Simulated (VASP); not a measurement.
# Ni (P6_3/mmc) in VASP: a series of runs

The runs below take Ni through single point, with r2SCAN.

Everything below comes from runs of VASP 6.6.1. Logs are shortened: lines on timing, memory, paths and dates and some standing lists are left out, and cuts for length are marked.

### Step 1. The cell of the first run

It takes space group P6_3/mmc (No. 194, hexagonal). Conventional cell: a = 2.540 Å, b = 2.540 Å, c = 4.190 Å, α = 90.00°, β = 90.00°, γ = 120.00°. Ni (site symmetry -6m2) has 12 Ni at 2.54 to 2.56 Å within 3.4 Å.

### Step 2. Single point, r2SCAN (volume scaled by 1.12)

The input, POSCAR:

```
Ni
1.0
    2.5400099131      0.0000000000      0.0000000000
   -1.2700049565      2.1997131106      0.0000000000
    0.0000000000      0.0000000000      4.1896645465
Ni
2
Direct
    0.3333333333      0.6666666667      0.2500000000
    0.6666666667      0.3333333333      0.7500000000
```

The input, INCAR.step1:

```
PREC = Accurate
ENCUT = 520
ISMEAR = -1
SIGMA = 0.1
LREAL = F
LASPH = T
NELM = 60
NBANDS = 17
GGA = PE
ALGO = Normal
EDIFF = 1E-4
LWAVE = T
LCHARG = F
```

The input, INCAR.step2:

```
PREC = Accurate
ENCUT = 520
EDIFF = 1E-6
ISMEAR = -1
SIGMA = 0.1
LREAL = F
LASPH = T
NELM = 60
ALGO = Normal
ISIF = 2
LWAVE = F
LCHARG = F
METAGGA = R2SCAN
LMIXTAU = T
NBANDS = 17
ISTART = 1
```

The input, KPOINTS:

```
Automatic mesh
0
Gamma
  17 17 9
```

Potentials or basis: VASP PAW PBE potentials, release 64 (Ni).

The run is started by

```
$ cat potpaw_PBE.64/Ni/POTCAR > POTCAR
$ cp INCAR.step1 INCAR
$ mpirun -np 1 vasp_std > vasp.out
$ cp INCAR.step2 INCAR
$ mpirun -np 1 vasp_std > vasp.out
```

OUTCAR:

```text
PREC = Accurate
   ENCUT = 520
   EDIFF = 1E-6
   ISMEAR = -1
   LREAL = F
   LASPH = T
   NELM = 60
   ISIF = 2
   METAGGA = R2SCAN
   ISTART = 1

 ion  position               nearest neighbor table
   1  0.333  0.667  0.250-   2 2.56   2 2.56   2 2.56   2 2.56   2 2.56   2 2.56
   2  0.667  0.333  0.750-   1 2.56   1 2.56   1 2.56   1 2.56   1 2.56   1 2.56

  LATTYP: Found a hexagonal cell.
 ALAT       =     2.5400099131
 C/A-ratio  =     1.6494677934

  Lattice vectors:

 A1 = (   2.5400099131,   0.0000000000,   0.0000000000)
 A2 = (  -1.2700049565,   2.1997131106,   0.0000000000)
 A3 = (   0.0000000000,   0.0000000000,   4.1896645465)

Analysis of symmetry for initial positions (statically):
=====================================================================
 Subroutine PRICEL returns:
 Original cell was already a primitive cell.

 Routine SETGRP: Setting up the symmetry group for a
 hexagonal supercell.

 Subroutine GETGRP returns: Found 24 space group operations
 (whereof 12 operations were pure point group operations)
 out of a pool of 24 trial point group operations.

The static configuration has the point symmetry D_3d.
 The point group associated with its full space group is D_6h.

Analysis of symmetry for dynamics (positions and initial velocities):
=====================================================================
 Subroutine PRICEL returns:
 Original cell was already a primitive cell.

 Routine SETGRP: Setting up the symmetry group for a
 hexagonal supercell.

 Subroutine GETGRP returns: Found 24 space group operations
 (whereof 12 operations were pure point group operations)
 out of a pool of 24 trial point group operations.

The dynamic configuration has the point symmetry D_3d.
 The point group associated with its full space group is D_6h.

 Subroutine INISYM returns: Found 24 space group operations
 (whereof 12 operations are pure point group operations),
 and found     1 'primitive' translations

----------------------------------------------------------------------------------------

                                     Primitive cell

  volume of cell :      23.4089

  direct lattice vectors                    reciprocal lattice vectors
     2.540009913  0.000000000  0.000000000     0.393699251  0.227302368  0.000000000
    -1.270004957  2.199713111  0.000000000     0.000000000  0.454604737  0.000000000
     0.000000000  0.000000000  4.189664547     0.000000000  0.000000000  0.238682594

  length of vectors
[... 82 lines left out ...]
   EDIFF  = 0.1E-05   stopping-criterion for ELM
   LREAL  =      F    real-space projection
   EDIFFG = 0.1E-04   stopping-criterion for IOM
   NSW    =      0    number of steps for IOM
   IBRION =     -1    ionic relax: 0-MD 1-quasi-New 2-CG
   NFREE  =      0    steps in history (QN), initial steepest desc. (CG)
   ISIF   =      2    stress and relaxation
   ISYM   =      2    0-nonsym 1-usesym 2-fastsym
   POTIM  = 0.5000    time-step for ionic-motion
   TEBEG  =    0.0;   TEEND  =   0.0 temperature during run
   PSTRESS=    0.0 pullay stress
   NELECT =      20.0000    total number of electrons
   NUPDOWN=      -1.0000    fix difference up-down
   EMIN   =  10.00;   EMAX   =-10.00  energy-range for DOS
   EFERMI =   0.00;   METHOD = LEGACY
   ISMEAR =    -1;   SIGMA  =   0.10  broadening in eV -4-tet -1-fermi 0-gaus
   EFERMI_NEDOS =   21; number of points for ismear=-14 and -15
   IALGO  =     38    algorithm
   IMIX   =      4    mixing-type and parameters
     AMIX     =   0.40;   BMIX     =  1.00
     AMIX_MAG =   1.60;   BMIX_MAG =  1.00
  volume/ion in A,a.u.               =      11.70        78.99
  Fermi-wavevector in a.u.,A,eV,Ry     =   1.553428  2.935554 32.832763  2.413140
  Thomas-Fermi vector in A             =   2.657661
   LORBIT       =      0    0 simple, 1 ext, 2 COOP (PROOUT), +10 PAW based schemes
   METAGGA = R2SCAN    functional components
   LHFCALC =     F    Hartree Fock is set to
   AEXX    =    0.0000 exact exchange contribution
   IVDW    =     0    specifies the selected vdW correction
   LEPSILON=     F    determine dielectric tensor
   LRPA    =     F    only Hartree local field effects (RPA)
 non-spin polarized calculation
  energy-cutoff  :      520.00
  volume of cell :       23.41
 maximum number of plane-waves:       646
 NGX is ok and might be reduce to    20
   NGX =  9   NGY =  9   NGZ = 15

 number of electron      20.0000001 magnetization

 Free energy of the ion-electron system (eV)
  ---------------------------------------------------
  ext. energy  EPLUGINS =         0.00000000
  ---------------------------------------------------
  free energy    TOTEN  =       -23.53182461 eV

  energy without entropy =      -23.33769030  energy(sigma->0) =      -23.43475745

 E-fermi :   8.0050     XC(G=0): -13.8568

 val. band max:        8.0012567700   @ k =   0.4706  -0.0000   0.3333
 cond. band min:       8.0056008229   @ k =   0.4118   0.0588   0.4444
 fundamental gap:      0.0043440528
 Fermi energy:         8.0049796771

 k-point     1 :       0.0000    0.0000    0.0000
  band No.  band energies     occupation
      1      -0.6576      2.00000
      2       3.8398      2.00000
      3       6.2738      2.00000
      4       6.3438      2.00000
      5       6.3438      2.00000
      6       6.5875      2.00000
[... 457 lines left out ...]
      4       5.3868      2.00000
      5       6.2436      2.00000
      6       6.3187      2.00000
[... 9 lines left out ...]
     16      27.9859      0.00000
     17      28.2553      0.00000

 [... further k-points ...]

------------------------ aborting loop because EDIFF is reached ----------------------------------------

  FORCE on cell =-STRESS in cart. coord.  units (eV):
  Direction    XX          YY          ZZ          XY          YZ          ZX
  --------------------------------------------------------------------------------------
  -------------------------------------------------------------------------------------
  Total       -2.7473022     -2.7473022     -2.7611809     -0.0000000      0.0000000      0.0000000
  in kB     -188.0339702   -188.0339702   -188.9838693     -0.0000000      0.0000000      0.0000000
  external PRESSURE =    -188.3506032 kB  Pullay stress =       0.0000000 kB

 VOLUME and BASIS-vectors are now :
 -----------------------------------------------------------------------------
  energy-cutoff  :      520.00
  volume of cell :       23.41
      direct lattice vectors                 reciprocal lattice vectors
     2.540009913  0.000000000  0.000000000     0.393699251  0.227302368  0.000000000
    -1.270004957  2.199713111  0.000000000     0.000000000  0.454604737  0.000000000
     0.000000000  0.000000000  4.189664547     0.000000000  0.000000000  0.238682594

 POSITION                                       TOTAL-FORCE (eV/Angst)
 -----------------------------------------------------------------------------------
     -0.00000      1.46648      1.04742         0.000000     -0.000000      0.000000
      1.27000      0.73324      3.14225        -0.000000      0.000000      0.000000
 -----------------------------------------------------------------------------------
    total drift:                               -0.000000      0.000000     -0.000000

  FREE ENERGIE OF THE ION-ELECTRON SYSTEM (eV)
  ---------------------------------------------------
  free  energy   TOTEN  =       -23.5318246069 eV

  energy  without entropy=      -23.3376902980  energy(sigma->0) =      -23.43475745
```

OUTCAR.step1:

```text
PREC = Accurate
   ENCUT = 520
   ISMEAR = -1
   LREAL = F
   LASPH = T
   NELM = 60
[... 702 lines left out ...]
 -----------------------------------------------------------------------------------
     -0.00000      1.46648      1.04742         0.000000     -0.000000      0.000000
      1.27000      0.73324      3.14225        -0.000000      0.000000      0.000000
 -----------------------------------------------------------------------------------
    total drift:                               -0.000000      0.000000     -0.000000

  FREE ENERGIE OF THE ION-ELECTRON SYSTEM (eV)
  ---------------------------------------------------
  free  energy   TOTEN  =       -10.8241017660 eV

  energy  without entropy=      -10.6254905530  energy(sigma->0) =      -10.72479616
```

OSZICAR.step1:

```text
N       E                     dE             d eps       ncg     rms          rms(c)
DAV:   1     0.865214824563E+02    0.86521E+02   -0.97714E+03  5794   0.168E+03
DAV:   2    -0.100001609401E+02   -0.96522E+02   -0.91009E+02  5646   0.251E+02
DAV:   3    -0.128416453033E+02   -0.28415E+01   -0.27736E+01  6469   0.570E+01
DAV:   4    -0.128735153610E+02   -0.31870E-01   -0.31858E-01  7110   0.517E+00
DAV:   5    -0.128741680843E+02   -0.65272E-03   -0.65270E-03  6458   0.669E-01    0.130E+01
DAV:   6    -0.117099692783E+02    0.11642E+01   -0.11635E+01  5804   0.730E+01    0.937E+00
DAV:   7    -0.108522336431E+02    0.85774E+00   -0.26669E+00  5879   0.315E+01    0.201E+00
DAV:   8    -0.108282550736E+02    0.23979E-01   -0.14032E-02  8583   0.146E+00    0.669E-01
DAV:   9    -0.108240809037E+02    0.41742E-02   -0.10691E-03  8644   0.562E-01    0.797E-02
DAV:  10    -0.108241017660E+02   -0.20862E-04   -0.74115E-05  4472   0.936E-02
   1 F= -.10824102E+02 E0= -.10724796E+02  d E =-.198611E+00
```

Run time: 2.5 min. Hardware: 1 thread of Intel Xeon Platinum 8488C (Sapphire Rapids), shared host; peak memory 0.18 GiB.

Results:

```
Free energy            : -23.5318 eV
Pressure               : -18.8 GPa
Band gap on the k mesh : zero (band 10 reaches 8.08 eV, above the bottom of band 11 at 7.62 eV)
```

Caveat: the cell differs from its parent crystal (volume scaled by 1.12); the PAW data sets were made with another functional, which shifts forces and pressure a little; the run has no spin polarisation, though such a crystal can be magnetic. Spin polarisation is off, so any magnetic state and its effect on volume and gap are missing.

### Step 3. Single point, r2SCAN, collinear spin, ferromagnetic start

This run uses another cell than the first one, of 10.54 Å³/atom, 0.900 times its volume.

The input, POSCAR:

```
Ni
1.0
    2.4392535979      0.0000000000      0.0000000000
   -1.2196267989      2.1124555820      0.0000000000
    0.0000000000      0.0000000000      4.0893636239
Ni
2
Direct
    0.3333333333      0.6666666667      0.2500000000
    0.6666666667      0.3333333333      0.7500000000
```

The input, INCAR.step1:

```
SYSTEM = Ni
ALGO     = Normal         ! electronic algorithm
EDIFF    = 1E-4           ! SCF threshold, eV
ENCUT    = 520            ! plane-wave cutoff, eV
GGA      = PE             ! functional
ISMEAR   = -1             ! smearing method
ISPIN    = 2              ! spin polarisation
LASPH    = .True.         ! aspherical terms in the spheres
LCHARG   = .False.        ! write CHGCAR
LMAXMIX  = 4              ! l up to which the mixer works
LREAL    = .False.        ! projectors in reciprocal space
LWAVE    = .True.         ! write WAVECAR
MAGMOM   = 0.762 0.762    ! initial moments
NBANDS   = 21             ! bands
NELM     = 150            ! most SCF steps
PREC     = Accurate       ! precision mode
SIGMA    = 0.1            ! smearing width, eV
```

The input, INCAR.step2:

```
SYSTEM = Ni
ALGO     = Normal         ! electronic algorithm
EDIFF    = 1E-6           ! SCF threshold, eV
ENCUT    = 520            ! plane-wave cutoff, eV
ISIF     = 2              ! what is computed and relaxed
ISMEAR   = -1             ! smearing method
ISPIN    = 2              ! spin polarisation
ISTART   = 1            
LASPH    = .True.         ! aspherical terms in the spheres
LCHARG   = .True.         ! write CHGCAR
LELF     = .True.         ! ELF
LMAXMIX  = 4              ! l up to which the mixer works
LMIXTAU  = .True.       
LORBIT   = 11             ! projections on sites
LREAL    = .False.        ! projectors in reciprocal space
LVHAR    = .True.       
LWAVE    = .False.        ! write WAVECAR
MAGMOM   = 0.762 0.762    ! initial moments
METAGGA  = R2SCAN         ! meta-GGA
NBANDS   = 21             ! bands
NELM     = 150            ! most SCF steps
PREC     = Accurate       ! precision mode
SIGMA    = 0.1            ! smearing width, eV
```

The input, KPOINTS:

```
k-points
0
Gamma
  8 8 4
  0 0 0
```

Potentials or basis: VASP PAW PBE potentials, release 64 (Ni).

The run is started by

```
$ cat potpaw_PBE.64/Ni/POTCAR > POTCAR
$ cp INCAR.step1 INCAR
$ mpirun -np 1 vasp_std > vasp.out
$ cp INCAR.step2 INCAR
$ mpirun -np 1 vasp_std > vasp.out
```

Run time: 49 s. Hardware: 1 thread of Intel Xeon 6975P-C (Granite Rapids), shared host; peak memory 0.15 GiB.

Results (log left out):

| Quantity | Value |
| --- | --- |
| Free energy | -23.8572 eV |
| Pressure | 0.8 GPa |
| Net moment | 1.42 μB per cell |
| Site moments | Ni +0.73 μB |
| Valence electrons inside the program's atomic spheres | Ni 9.41 |

Stress tensor (GPa, compression positive):
```
 1.83  0.00  0.00
 0.00  1.83  0.00
 0.00  0.00 -1.32
```

Levels at points of the mesh, in eV from the Fermi level:
Spin up:
```tsv
k point	band 7	band 8	band 9	band 10	band 11	band 12	band 13	band 14	band 15	band 16
(0.00, 0.00, 0.00)	-2.60	-1.96	-1.96	-1.05	-1.05	-0.73	5.52	24.02	26.04	26.52
(0.50, 0.00, 0.00)	-2.59	-1.00	-0.90	-0.88	1.02	3.14	9.67	10.32	12.75	13.94
(0.00, 0.00, 0.50)	-2.86	-2.86	-1.36	-1.36	-1.36	-1.36	14.45	14.45	24.79	24.79
(0.50, 0.00, 0.50)	-1.40	-1.40	-0.93	-0.93	1.44	1.44	7.19	7.19	19.60	19.60
```
Spin down:
```csv
k point,band 7,band 8,band 9,band 10,band 11,band 12
"(0.00, 0.00, 0.00)",-1.46,-1.08,-1.08,-0.92,-0.11,-0.11
"(0.50, 0.00, 0.00)",-1.38,0.06,0.27,0.39,1.82,3.71
"(0.00, 0.00, 0.50)",-1.79,-1.79,-0.39,-0.39,-0.39,-0.39
"(0.50, 0.00, 0.50)",-0.34,-0.34,0.34,0.34,1.57,1.57
```

Caveat: the k points lie up to 0.38 Å⁻¹ apart; the PAW data sets were made with another functional, which shifts forces and pressure a little.

### Step 4. Single point, r2SCAN, collinear spin, ferromagnetic start (volume scaled by 1.12)

The input, POSCAR:

```
Ni
1.0
    2.5331629294      0.0000000000      0.0000000000
   -1.2665814647      2.1937834488      0.0000000000
    0.0000000000      0.0000000000      4.2468043157
Ni
2
Direct
    0.3333333333      0.6666666667      0.2500000000
    0.6666666667      0.3333333333      0.7500000000
```

The input, INCAR.step1:

```
SYSTEM = Ni
ALGO = Normal
EDIFF = 1E-4
ENCUT = 520
GGA = PE
ISMEAR = -1
ISPIN = 2
LASPH = .True.
LCHARG = .False.
LMAXMIX = 4
LREAL = .False.
LWAVE = .True.
MAGMOM = 0.762 0.762
NBANDS = 21
NELM = 150
PREC = Accurate
SIGMA = 0.05
```

The input, INCAR.step2:

```
SYSTEM = Ni
ALGO = Normal
EDIFF = 1E-6
ENCUT = 520
ISIF = 2
ISMEAR = -1
ISPIN = 2
ISTART = 1
LASPH = .True.
LCHARG = .False.
LMAXMIX = 4
LMIXTAU = .True.
LORBIT = 11
LREAL = .False.
LWAVE = .False.
MAGMOM = 0.762 0.762
METAGGA = R2SCAN
NBANDS = 21
NELM = 150
PREC = Accurate
SIGMA = 0.05
```

The input, KPOINTS:

```
k-points
0
Gamma
  17 17 9
  0 0 0
```

The run is started by

```
$ cat potpaw_PBE.64/Ni/POTCAR > POTCAR
$ cp INCAR.step1 INCAR
$ mpirun -np 1 vasp_std > vasp.out
$ cp INCAR.step2 INCAR
$ mpirun -np 1 vasp_std > vasp.out
```

Wall time 9.3 min (1 thread of Intel Xeon Platinum 8488C (Sapphire Rapids), shared host); peak memory 0.22 GiB.

Results (log left out):

| Item | Value |
| --- | --- |
| Free energy | -23.6572 eV |
| Pressure | -18.1 GPa |
| Net moment | 1.43 μB per cell |
| Site moments | Ni +0.75 μB |
| Valence electrons inside the program's atomic spheres | Ni 9.21 |

Stress tensor (GPa, compression positive):
```
-18.15   0.00   0.00
  0.00 -18.15   0.00
  0.00   0.00 -18.00
```

Levels at points of the mesh, in eV from the Fermi level:
Spin up:
```
           k point  band 7  band 8  band 9  band 10  band 11  band 12  band 13  band 14  band 15  band 16
(0.00, 0.00, 0.00)   -2.40   -1.77   -1.77    -0.99    -0.99    -0.49     4.69    23.00    24.46    24.46
```
Spin down:
| k point | band 5 | band 6 | band 7 | band 8 | band 9 | band 10 | band 11 | band 12 | band 13 | band 14 |
| --- | --- | --- | --- | --- | --- | --- | --- | --- | --- | --- |
| (0.00, 0.00, 0.00) | -1.29 | -1.20 | -1.20 | -1.04 | -1.04 | -0.68 | -0.23 | -0.23 | 5.51 | 22.82 |

Caveat: the cell differs from its parent crystal (volume scaled by 1.12); the PAW data sets were made with another functional, which shifts forces and pressure a little.

(Part 1 of 2 ends here.)
